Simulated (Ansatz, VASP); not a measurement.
# Sr2AlO in VASP and in Ansatz

```
Sr Al O
1.0
     3.81565    0.00000    0.00000
    -1.90782    3.30445    0.00000
     0.00000    0.00000   16.26090
Sr Al O
4 2 2
Direct
  0.66667 0.33333 0.88451
  0.33333 0.66667 0.11549
  0.66667 0.33333 0.29750
  0.33333 0.66667 0.70250
  0.33333 0.66667 0.44975
  0.66667 0.33333 0.55025
  0.00000 0.00000 0.80265
  0.00000 0.00000 0.19735
```

Alike in both runs: task single point; functional PBE; k mesh 6 × 6 × 2; occupations gaussian, width 0.2 eV; no spin polarisation.

|  | VASP | Ansatz |
| --- | --- | --- |
| version | VASP 6.6.1 | Ansatz 0.2.0 |
| potentials or method | VASP PAW PBE potentials, release 64 (Sr_sv, Al, O), cutoff 600 eV | scalar-relativistic, plane waves, PAW |
| valence electrons in the cell | 58 | 58 |

```csv
,VASP,Ansatz,Ansatz less VASP
gap on the k mesh at the Fermi level (eV),none,none,-
pressure (GPa),0.1,0.0,-0.13
"traceless stress, the component that is largest in VASP (GPa)",-0.47,-0.46,+0.011
rms of the force components (eV/Å),0.058,0.057,-0.0009
```

Atom by atom the forces differ by 0.013 eV/Å (rms over components). A gap of «none» marks a metal or a gap that the smearing closes.
